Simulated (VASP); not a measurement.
Input of a VASP 6.6.1 run:

The input INCAR:

```
SYSTEM = Ta
PREC     = Accurate       ! precision mode
ENCUT    = 600            ! plane-wave cutoff, eV
EDIFF    = 1E-6           ! SCF threshold, eV
ISMEAR   = -1             ! smearing method
SIGMA    = 0.05           ! smearing width, eV
LREAL    = .FALSE.        ! projectors in reciprocal space
LASPH    = .TRUE.         ! aspherical terms in the spheres
NELM     = 100            ! most SCF steps
ALGO     = Normal         ! electronic algorithm
ISIF     = 3              ! what is computed and relaxed
LWAVE    = .FALSE.        ! write WAVECAR
LCHARG   = .FALSE.        ! write CHGCAR
GGA      = PE             ! functional
IBRION   = 2              ! ionic algorithm
NSW      = 60             ! ionic steps
EDIFFG   = -0.02          ! ionic threshold
PSTRESS  = 150.0
```

Contents of KPOINTS:

```
Automatic mesh
0
G
  7 7 7
  0 0 0
```

Contents of POSCAR:

```
Ta
1.0
   -1.6512800000      1.6512800000      1.6512800000
    1.6512800000     -1.6512800000      1.6512800000
    1.6512800000      1.6512800000     -1.6512800000
Ta
1
Direct
    0.0000000000      0.0000000000      0.0000000000
```

Potentials or basis: VASP PAW PBE potentials, release 64 (Ta_pv).

Command:

```sh
$ cat potpaw_PBE.64/Ta_pv/POTCAR > POTCAR
$ mpirun -np 1 vasp_std > vasp.out
```

Task: Predict the space group after relaxing (to 0.05 Å).

Result: Im-3m (No. 229).

Task: Estimate the relaxed volume.

Result: 17.22 Å³/atom.

Task: Estimate the relaxed cell.

Result: a = 2.817 Å, b = 2.817 Å, c = 2.817 Å, α = 109.47°, β = 109.47°, γ = 109.47°.

The path:
```
step  energy change (eV)  largest force (eV/Å)  pressure (GPa)  volume (Å³)
   1              0.0000                0.0000            3.88        18.01
   2              0.5555                0.0000           60.07        14.95
   3              0.0400                0.0000           13.98        17.28
   4              0.0456                0.0000           14.94        17.22
```

Caveat: the k points lie up to 0.39 Å⁻¹ apart in the final cell; the cell is relaxed towards a set pressure, so the enthalpy falls and the energy may rise.
